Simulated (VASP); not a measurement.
Ti3Nb, 4 atoms in the cell. It takes space group Pm-3m (No. 221, cubic). The conventional cell has a = 4.188 Å, b = 4.188 Å, c = 4.188 Å, α = 90.00°, β = 90.00°, γ = 90.00°. Within 3.9 Å of Ti (site symmetry 4/mmm) lie 8 Ti at 2.96 Å and 4 Nb at 2.96 Å. Nb (site symmetry m-3m) has 12 Ti at 2.96 Å within 3.9 Å. 

| Item | Value |
| --- | --- |
| Program | VASP 6.6.1 |
| Task | single point |
| Functional | PBEsol |
| Potentials or basis | VASP PAW PBE potentials, release 64 (Ti_sv, Nb_sv) |
| Cutoff | 520 eV |
| k mesh | 6 × 6 × 6 |
| Occupations | methfessel-paxton, width 0.1 eV |
| Spin | no spin polarisation |
| Dipole correction | no |
| Further INCAR settings | ALGO = Normal; EDIFF = 1e-06; NBANDS = 32 |

Potentials or basis: VASP PAW PBE potentials, release 64 (Ti_sv, Nb_sv).

Launch:

```sh
$ cat potpaw_PBE.64/Ti_sv/POTCAR potpaw_PBE.64/Nb_sv/POTCAR > POTCAR
$ mpirun -np 1 vasp_std > vasp.out
```

Hardware: 1 thread of Intel(R) Xeon(R) 6975P-C (Granite Rapids), with other jobs on the host.

How long does it take, and how much memory?

Wall time 21 s on 1 thread of Intel(R) Xeon(R) 6975P-C (Granite Rapids), on a shared host, peak memory 0.19 GiB. Counts: scf iterations 15, k points 20.
